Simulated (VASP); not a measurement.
Wanted: the native input for a VASP 6.6.1 run.

```
Task                   : single point
Functional             : PBEsol
Potentials or basis    : VASP PAW PBE potentials, release 64 (Mo_sv, N)
Cutoff                 : 520 eV
k mesh                 : 8 × 8 × 8
Occupations            : fermi-dirac, width 0.15 eV
Spin                   : no spin polarisation
Dipole correction      : no
Further INCAR settings : ALGO = Normal; EDIFF = 1e-07; NBANDS = 40
```

The structure of Mo3N4 lies in POSCAR:

```
Mo3N4
1.0
    4.1577235296      0.0000000000      0.0000000000
    0.0000000000      4.1577235296      0.0000000000
    0.0000000000      0.0000000000      4.1577235296
Mo N
3 4
Direct
    0.5000000000      0.5000000000      0.0000000000
    0.0000000000      0.5000000000      0.5000000000
    0.5000000000      0.0000000000      0.5000000000
    0.5000000000      0.5000000000      0.5000000000
    0.5000000000      0.0000000000      0.0000000000
    0.0000000000      0.5000000000      0.0000000000
    0.0000000000      0.0000000000      0.5000000000
```

These files were run (other wordings do the same):

INCAR

```
  PREC = Accurate
  ENCUT = 520
  EDIFF = 1E-7
  ISMEAR = -1
  SIGMA = 0.15
  LREAL = False
  LASPH = True
  NELM = 60
  ALGO = Normal
  ISIF = 2
  LWAVE = False
  LCHARG = False
  GGA = PS
  NBANDS = 40
```

KPOINTS

```
Automatic mesh
0
Gamma
  8 8 8
```

Potentials or basis: VASP PAW PBE potentials, release 64 (Mo_sv, N).

Launch:

```bash
$ cat potpaw_PBE.64/Mo_sv/POTCAR potpaw_PBE.64/N/POTCAR > POTCAR
$ mpirun -np 1 vasp_std > vasp.out
```

It gave:

```json
{
  "Pressure": "2.5 GPa",
  "Band gap on the k mesh": "zero (band 31 reaches 12.03 eV, above the bottom of band 32 at 10.04 eV)"
}
```

Caveat: the PAW data sets were made with another functional, which shifts forces and pressure a little.

It took 49 s on 1 thread of Intel(R) Xeon(R) Platinum 8488C (Sapphire Rapids), with other jobs on the host, peak memory 0.22 GiB.
